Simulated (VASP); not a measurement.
Runs of VASP 6.6.1 on Cs. The structure is that of space group Fm-3m (No. 225), or close to it. The cells are those of the table. This isn't the form of Cs at room conditions, which is bcc.

```tsv
task	cell	k mesh	cutoff (eV)	gap on the mesh (eV)	pressure (GPa)
single point	a = 5.529 Å, angles 60.0°, 1 atom	8 × 8 × 8	520	none	0.1
single point	a = 5.371 Å, angles 60.0°, 1 atom	8 × 8 × 8	520	none	(a)
single point	a = 5.679 Å, angles 60.0°, 1 atom	8 × 8 × 8	520	none	0.0
single point	a = 5.605 Å, angles 60.0°, 1 atom	7 × 7 × 7	520	none	0.0
single point	a = 5.605 Å, angles 60.0°, 1 atom	8 × 8 × 8	520	none	0.0
single point	a = 5.751 Å, angles 60.0°, 1 atom	8 × 8 × 8	520	none	-0.1
relaxation of cell and atoms	relaxed from a = 5.385 Å, angles 60.0°, 1 atom	7 × 7 × 7	600	none	0.0
single point	a = 5.451 Å, angles 60.0°, 1 atom	8 × 8 × 8	520	none	0.2
```

Alike in all rows: level BLYP; potentials or basis VASP PAW PBE potentials, release 64 (Cs_sv); no spin polarisation; smearing fermi-dirac 0.1 eV.

Q: Fill in the values left out.

A: (a) 0.3.

Caveats: the PAW data sets were made with another functional, which shifts forces and pressure a little; spin-orbit coupling is left out, which moves the levels of the heavy elements.

A k mesh can miss the band edges, and the runs leave out spin-orbit coupling on Cs.

A gap of «none» marks levels without a gap at the run's occupations.
